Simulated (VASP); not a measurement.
Wanted: the native input for a VASP 6.6.1 run.

- Task: single point
- Functional: PBEsol
- Potentials or basis: VASP PAW PBE potentials, release 64 (Ta_pv, N)
- Cutoff: 600 eV
- k mesh: 9 × 9 × 5
- Occupations: fermi-dirac, width 0.01 eV
- Spin: no spin polarisation
- Dipole correction: no
- Further INCAR settings: ALGO = Normal; EDIFF = 1e-06; NBANDS = 24

The structure of TaN lies in POSCAR:

```
TaN
1.0
    3.0480019786      0.0000000000      0.0000000000
   -1.5240009893      2.6396471442      0.0000000000
    0.0000000000      0.0000000000      5.0655400000
Ta N
2 2
Direct
    0.0000000000      0.0000000000      0.0000000000
    0.0000000000      0.0000000000      0.5000000000
    0.3333333333      0.6666666667      0.2500000000
    0.6666666667      0.3333333333      0.7500000000
```

This cell differs from its parent crystal: zz strain of +3 %.

These files were run (other wordings do the same):

INCAR

```
PREC     = Accurate       # precision mode
ENCUT    = 600            # plane-wave cutoff, eV
EDIFF    = 1E-6           # SCF threshold, eV
ISMEAR   = -1             # smearing method
SIGMA    = 0.01           # smearing width, eV
LREAL    = F              # projectors in reciprocal space
LASPH    = T              # aspherical terms in the spheres
NELM     = 120            # most SCF steps
ALGO     = Normal         # electronic algorithm
ISIF     = 2              # what is computed and relaxed
LWAVE    = F              # write WAVECAR
LCHARG   = F              # write CHGCAR
GGA      = PS             # functional
NBANDS   = 24             # bands
GGA_COMPAT= F
```

KPOINTS

```
Automatic mesh
0
Gamma
  9 9 5
```

Potentials or basis: VASP PAW PBE potentials, release 64 (Ta_pv, N).

Command:

```bash
$ cat potpaw_PBE.64/Ta_pv/POTCAR potpaw_PBE.64/N/POTCAR > POTCAR
$ mpirun -np 1 vasp_std > vasp.out
```

Results of the run:

```
Pressure               : 31.8 GPa
Band gap on the k mesh : zero (bands 16 and 17 overlap by 2.03 eV)
```

Caveat: the cell differs from its parent crystal (zz strain of +3 %); the cell stands under pressure; the PAW data sets were made with another functional, which shifts forces and pressure a little; spin-orbit coupling is left out, which moves the levels of the heavy elements.

Wall time 56 s on 1 thread of Intel Xeon 8259CL, with other jobs on the host, peak memory 0.18 GiB.
